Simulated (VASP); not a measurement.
# ZrNb2N4 in VASP: notebook, part 2 of 2

VASP 6.6.1. The steps go on from the part before.

## Step 4: Single point, PBE (volume scaled by 0.97, then relaxed in part)

INCAR

```
SYSTEM = ZrNb2N4
  ALGO = Normal
  EDIFF = 1E-6
  ENCUT = 520
  GGA = PE
  ISIF = 2
  ISMEAR = 0
  LASPH = .TRUE.
  LCHARG = .TRUE.
  LELF = .TRUE.
  LREAL = .FALSE.
  LVHAR = .TRUE.
  LWAVE = .FALSE.
  NBANDS = 38
  NELM = 60
  PREC = Accurate
  SIGMA = 0.1
```

KPOINTS

```
k-points
0
G
  6 10 6
  0 0 0
```

POSCAR

```
ZrNb2N4
1.0
    5.2082801657      0.0000000000      0.0009741766
    0.0000000000      3.1057430797      0.0000000000
   -1.6763309108      0.0000000000      5.1763600180
Zr Nb N
1 2 4
Direct
    0.0000000000      0.5000000000      0.5000000000
    0.0000000000      0.0000000000      0.0000000000
    0.5000000000      0.5000000000      0.0000000000
    0.7678379445      0.5000000000      0.7781985477
    0.2535967961      0.0000000000      0.7557206793
    0.7464032039      0.0000000000      0.2442793207
    0.2321620555      0.5000000000      0.2218014523
```

Potentials or basis: VASP PAW PBE potentials, release 64 (Zr_sv, Nb_sv, N).

Launch:

```
$ cat potpaw_PBE.64/Zr_sv/POTCAR potpaw_PBE.64/Nb_sv/POTCAR potpaw_PBE.64/N/POTCAR > POTCAR
$ mpirun -np 1 vasp_std > vasp.out
```

OUTCAR:

```text
SYSTEM = ZrNb2N4
   EDIFF = 1E-6
   ENCUT = 520
   GGA = PE
   ISIF = 2
   ISMEAR = 0
   LASPH = .TRUE.
   LREAL = .FALSE.
   NELM = 60
   PREC = Accurate

 ion  position               nearest neighbor table
   1  0.000  0.500  0.500-   4 2.21   7 2.21   6 2.23   5 2.23   5 2.23   6 2.23   2 3.13   2 3.13
                             2 3.13   2 3.13   3 3.13   3 3.13
   2  0.000  0.000  0.000-   4 2.11   7 2.11   4 2.11   7 2.11   6 2.14   5 2.14   3 3.03   3 3.03
                             3 3.03   3 3.03   1 3.13   1 3.13   1 3.13   1 3.13
   3  0.500  0.500  0.000-   4 2.11   7 2.11   6 2.19   5 2.19   5 2.19   6 2.19   2 3.03   2 3.03
                             2 3.03   2 3.03   1 3.13   1 3.13
[... 1201 lines left out ...]
  in kB       67.3516853     67.5719288     68.2531814      0.0000000      0.0000000     -0.1668689
  external PRESSURE =      67.7255985 kB  Pullay stress =       0.0000000 kB

 VOLUME and BASIS-vectors are now :
 -----------------------------------------------------------------------------
  energy-cutoff  :      520.00
  volume of cell :       83.74
      direct lattice vectors                 reciprocal lattice vectors
     5.208280166  0.000000000  0.000974177     0.191990331  0.000000000  0.062174834
     0.000000000  3.105743080  0.000000000     0.000000000  0.321984135  0.000000000
    -1.676330911  0.000000000  5.176360018    -0.000036132  0.000000000  0.193174244

 POSITION                                       TOTAL-FORCE (eV/Angst)
 -----------------------------------------------------------------------------------
     -0.83817      1.55287      2.58818         0.000000     -0.000000      0.000000
      0.00000      0.00000      0.00000        -0.000000     -0.000000      0.000000
      2.60414      1.55287      0.00049         0.000000     -0.000000      0.000000
      2.69460      1.55287      4.02898        -0.009118     -0.000000      0.025903
      0.05397      0.00000      3.91213         0.005869     -0.000000      0.028644
      3.47798      0.00000      1.26520        -0.005869     -0.000000     -0.028644
      0.83735      1.55287      1.14835         0.009118      0.000000     -0.025903
 -----------------------------------------------------------------------------------
    total drift:                                0.000000     -0.000000     -0.000000

  FREE ENERGIE OF THE ION-ELECTRON SYSTEM (eV)
  ---------------------------------------------------
  free  energy   TOTEN  =       -70.3150706616 eV

  energy  without entropy=      -70.3067980897  energy(sigma->0) =      -70.31093438
```

OSZICAR:

```text
N       E                     dE             d eps       ncg     rms          rms(c)
DAV:   1     0.635609716441E+03    0.63561E+03   -0.32012E+04  9120   0.157E+03
DAV:   2    -0.237590682239E+02   -0.65937E+03   -0.63895E+03 11072   0.561E+02
DAV:   3    -0.806024210154E+02   -0.56843E+02   -0.56049E+02 14690   0.141E+02
DAV:   4    -0.844305869470E+02   -0.38282E+01   -0.38170E+01 15682   0.309E+01
DAV:   5    -0.845535541702E+02   -0.12297E+00   -0.12285E+00 13978   0.520E+00    0.324E+01
DAV:   6    -0.712269307604E+02    0.13327E+02   -0.99947E+01 12520   0.476E+01    0.138E+01
DAV:   7    -0.703453372834E+02    0.88159E+00   -0.12028E+01 14384   0.180E+01    0.838E+00
DAV:   8    -0.703217656698E+02    0.23572E-01   -0.11502E+00 14186   0.651E+00    0.339E+00
DAV:   9    -0.703131942359E+02    0.85714E-02   -0.21476E-01 14280   0.323E+00    0.885E-01
DAV:  10    -0.703142756489E+02   -0.10814E-02   -0.39268E-02 14160   0.150E+00    0.515E-01
DAV:  11    -0.703147564805E+02   -0.48083E-03   -0.69678E-03 13344   0.712E-01    0.201E-01
DAV:  12    -0.703150209156E+02   -0.26444E-03   -0.15542E-03 13222   0.327E-01    0.466E-02
DAV:  13    -0.703150583021E+02   -0.37387E-04   -0.18708E-04 15524   0.915E-02    0.348E-02
DAV:  14    -0.703150718885E+02   -0.13586E-04   -0.51099E-05 12008   0.369E-02    0.114E-02
DAV:  15    -0.703150698716E+02    0.20169E-05   -0.70924E-06 11362   0.198E-02    0.389E-03
DAV:  16    -0.703150706616E+02   -0.78992E-06   -0.14243E-06  7004   0.702E-03
   1 F= -.70315071E+02 E0= -.70310934E+02  d E =-.827257E-02
```

It took 6.1 min on 1 thread of Intel Xeon 6975P-C, shared host; peak memory 0.43 GiB.

What came out:

```yaml
Free_energy: -70.3151 eV
Pressure: 6.8 GPa
Largest_force: 0.029 eV/Å
Band_gap_on_the_k_mesh: zero (band 29 reaches 10.68 eV, above the bottom of band 30 at 8.33 eV)
```

Forces on the atoms (eV/Å):
```
Zr   0.000  0.000  0.000
Nb   0.000  0.000  0.000
Nb   0.000  0.000  0.000
N   -0.009  0.000  0.026
N    0.006  0.000  0.029
N   -0.006  0.000 -0.029
N    0.009  0.000 -0.026
```

Stress tensor (GPa, compression positive):
```
 6.74  0.00 -0.02
 0.00  6.76  0.00
-0.02  0.00  6.83
```

## Step 5: Single point, PBE

INCAR

```
PREC = Accurate ; ENCUT = 520
EDIFF = 1E-6 ; ISMEAR = 0
SIGMA = 0.1 ; LREAL = F
LASPH = T ; NELM = 100
ALGO = Normal ; ISIF = 2
LWAVE = F ; LCHARG = T
GGA = PE ; LELF = T
LVHAR = T ; NBANDS = 38
```

KPOINTS

```
regular mesh
0
Gamma
  6 10 6
```

POSCAR

```
ZrNb2N4
1.0
    5.2631738676      0.0000000000      0.0102972877
    0.0000000000      3.1317693936      0.0000000000
   -1.6847437289      0.0000000000      5.2339310626
Zr Nb N
1 2 4
Direct
    0.0000000000      0.5000000000      0.5000000000
    0.0000000000      0.0000000000      0.0000000000
    0.5000000000      0.5000000000      0.0000000000
    0.7705351693      0.5000000000      0.7815381454
    0.2519724844      0.0000000000      0.7565717454
    0.7480275156      0.0000000000      0.2434282546
    0.2294648307      0.5000000000      0.2184618546
```

Potentials or basis: VASP PAW PBE potentials, release 64 (Zr_sv, Nb_sv, N).

Launch:

```
$ cat potpaw_PBE.64/Zr_sv/POTCAR potpaw_PBE.64/Nb_sv/POTCAR potpaw_PBE.64/N/POTCAR > POTCAR
$ mpirun -np 1 vasp_std > vasp.out
```

OUTCAR:

```text
PREC = Accurate
   ENCUT = 520
   EDIFF = 1E-6
   ISMEAR = 0
   LREAL = F
   LASPH = T
   NELM = 100
   ISIF = 2
   GGA = PE

 ion  position               nearest neighbor table
   1  0.000  0.500  0.500-   4 2.23   7 2.23   6 2.25   5 2.25   5 2.25   6 2.25   2 3.16   2 3.16
                             2 3.16   2 3.16   3 3.17   3 3.17
   2  0.000  0.000  0.000-   4 2.11   7 2.11   4 2.11   7 2.11   6 2.15   5 2.15   1 3.16   1 3.16
                             1 3.16   1 3.16
   3  0.500  0.500  0.000-   4 2.12   7 2.12   6 2.21   5 2.21   5 2.21   6 2.21   1 3.17   1 3.17

   4  0.771  0.500  0.782-   2 2.11   2 2.11   3 2.12   1 2.23
   5  0.252  0.000  0.757-   2 2.15   3 2.21   3 2.21   1 2.25   1 2.25
   6  0.748  0.000  0.243-   2 2.15   3 2.21   3 2.21   1 2.25   1 2.25
   7  0.229  0.500  0.218-   2 2.11   2 2.11   3 2.12   1 2.23

  LATTYP: Found a simple monoclinic cell.
 ALAT       =     5.2631839408
 B/A-ratio  =     0.5950332401
 C/A-ratio  =     1.0446907133
 COS(beta)  =    -0.3045432556

  Lattice vectors:

 A1 = (   5.2631738676,   0.0000000000,   0.0102972877)
 A2 = (   0.0000000000,   3.1317693936,   0.0000000000)
 A3 = (  -1.6847437289,   0.0000000000,   5.2339310626)

Analysis of symmetry for initial positions (statically):
=====================================================================
 Subroutine PRICEL returns:
 Original cell was already a primitive cell.

 Routine SETGRP: Setting up the symmetry group for a
 simple monoclinic supercell.

 Subroutine GETGRP returns: Found  4 space group operations
 (whereof  4 operations were pure point group operations)
 out of a pool of  4 trial point group operations.

The static configuration has the point symmetry C_2h.

Analysis of symmetry for dynamics (positions and initial velocities):
=====================================================================
 Subroutine PRICEL returns:
 Original cell was already a primitive cell.

 Routine SETGRP: Setting up the symmetry group for a
 simple monoclinic supercell.

[... 133 lines left out ...]
     AMIX     =   0.40;   BMIX     =  1.00
     AMIX_MAG =   1.60;   BMIX_MAG =  1.00
  volume/ion in A,a.u.               =      12.33        83.22
  Fermi-wavevector in a.u.,A,eV,Ry     =   1.433853  2.709589 27.972673  2.055933
  Thomas-Fermi vector in A             =   2.553325
   LORBIT       =      0    0 simple, 1 ext, 2 COOP (PROOUT), +10 PAW based schemes
   GGA     = PE    functional components
   LHFCALC =     F    Hartree Fock is set to
   AEXX    =    0.0000 exact exchange contribution
   IVDW    =     0    specifies the selected vdW correction
   LEPSILON=     F    determine dielectric tensor
   LRPA    =     F    only Hartree local field effects (RPA)
 non-spin polarized calculation
 Gauss-broadening in eV      SIGMA  =   0.10
  energy-cutoff  :      520.00
  volume of cell :       86.33
 maximum number of plane-waves:      2344
   NGX = 19   NGY = 11   NGZ = 21

 number of electron      57.9999999 magnetization

 Free energy of the ion-electron system (eV)
  ---------------------------------------------------
  ext. energy  EPLUGINS =         0.00000000
  ---------------------------------------------------
  free energy    TOTEN  =       -70.37019701 eV

  energy without entropy =      -70.36194146  energy(sigma->0) =      -70.36606924

 E-fermi :   9.3884     XC(G=0): -11.7920

 val. band max:        9.3486828738   @ k =   0.1667   0.1000   0.3333
 cond. band min:       9.4100495262   @ k =   0.5000   0.3000   0.3333
 fundamental gap:      0.0613666524
 Fermi energy:         9.3883793721

 k-point     1 :       0.0000    0.0000    0.0000
  band No.  band energies     occupation
      1     -46.6993      2.00000
      2     -46.5830      2.00000
      3     -39.9432      2.00000
      4     -23.2981      2.00000
      5     -22.8498      2.00000
      6     -22.6489      2.00000
[... 973 lines left out ...]
     37      13.8979      0.00000
     38      14.7799      0.00000

 [... further k-points ...]
[... 5 lines left out ...]
  --------------------------------------------------------------------------------------
  -------------------------------------------------------------------------------------
  Total       -0.1301971     -0.1322141     -0.0756972      0.0000000      0.0000000      0.0050202
  in kB       -2.4164231     -2.4538578     -1.4049200      0.0000000      0.0000000      0.0931729
  external PRESSURE =      -2.0917336 kB  Pullay stress =       0.0000000 kB

 VOLUME and BASIS-vectors are now :
 -----------------------------------------------------------------------------
  energy-cutoff  :      520.00
  volume of cell :       86.33
      direct lattice vectors                 reciprocal lattice vectors
     5.263173868  0.000000000  0.010297288     0.189879843  0.000000000  0.061120193
     0.000000000  3.131769394  0.000000000     0.000000000  0.319308312  0.000000000
    -1.684743729  0.000000000  5.233931063    -0.000373571  0.000000000  0.190940732

 POSITION                                       TOTAL-FORCE (eV/Angst)
 -----------------------------------------------------------------------------------
     -0.84237      1.56588      2.61697         0.000000     -0.000000     -0.000000
      0.00000      0.00000      0.00000         0.000000     -0.000000     -0.000000
      2.63159      1.56588      0.00515         0.000000     -0.000000     -0.000000
      2.73877      1.56588      4.09845        -0.007023     -0.000000      0.023233
      0.05155      0.00000      3.96244         0.006347     -0.000000      0.029211
      3.52688      0.00000      1.28179        -0.006347     -0.000000     -0.029211
      0.83966      1.56588      1.14578         0.007023      0.000000     -0.023233
 -----------------------------------------------------------------------------------
    total drift:                                0.000000     -0.000000      0.000000

  FREE ENERGIE OF THE ION-ELECTRON SYSTEM (eV)
  ---------------------------------------------------
  free  energy   TOTEN  =       -70.3701970145 eV

  energy  without entropy=      -70.3619414564  energy(sigma->0) =      -70.36606924
```

stdout:

```text
POSCAR found type information on POSCAR ZrNbN
 POSCAR found :  3 types and       7 ions
 scaLAPACK will be used
 LDA part: xc-table for (Slater+PW92), standard interpolation
 POSCAR, INCAR and KPOINTS ok, starting setup
 FFT: planning ... GRIDC
 FFT: planning ... GRID_SOFT
 FFT: planning ... GRID
 WAVECAR not read
 entering main loop
```

It took 6.7 min on 1 thread of Intel Xeon 6975P-C, shared host; peak memory 0.44 GiB.

Results:

| Item | Value |
| --- | --- |
| Free energy | -70.3702 eV |
| Pressure | -0.2 GPa |
| Largest force | 0.030 eV/Å |
| Band gap on the k mesh | zero (band 29 reaches 10.29 eV, above the bottom of band 30 at 8.09 eV) |

Forces on the atoms (eV/Å):
```
Zr   0.000  0.000  0.000
Nb   0.000  0.000  0.000
Nb   0.000  0.000  0.000
N   -0.007  0.000  0.023
N    0.006  0.000  0.029
N   -0.006  0.000 -0.029
N    0.007  0.000 -0.023
```

Stress tensor (GPa, compression positive):
```
-0.24  0.00  0.01
 0.00 -0.25  0.00
 0.01  0.00 -0.14
```

## Step 6: Summary

| cell | k mesh | smearing | gap on the mesh (eV) | pressure (GPa) | largest force (eV/Å) |
| --- | --- | --- | --- | --- | --- |
| a = 3.145, b = 5.253, c = 5.490 Å, angles 107.9, 90.0, 90.0°, 7 atoms | 4 × 3 × 2 | gaussian 0.15 eV | none | 0.0 | 0.04 |
| a = 3.132, b = 5.263, c = 5.498 Å, angles 107.7, 90.0, 90.0°, 7 atoms | 8 × 4 × 4 | gaussian 0.2 eV | none | -0.1 | 0.06 |
| a = 5.208, b = 3.106, c = 5.441 Å, angles 90.0, 107.9, 90.0°, 7 atoms | 6 × 10 × 6 | gaussian 0.1 eV | none | 6.8 | 0.03 |
| a = 5.263, b = 3.132, c = 5.498 Å, angles 90.0, 107.7, 90.0°, 7 atoms | 6 × 10 × 6 | gaussian 0.1 eV | none | -0.2 | 0.03 |

Alike in all rows: task single point; level PBE; potentials or basis VASP PAW PBE potentials, release 64 (Zr_sv, Nb_sv, N); no spin polarisation; cutoff (eV) 520.

Caveats: some runs use coarse meshes.

Total energies depend on the potentials used, so only differences within one code and one set of settings carry meaning.
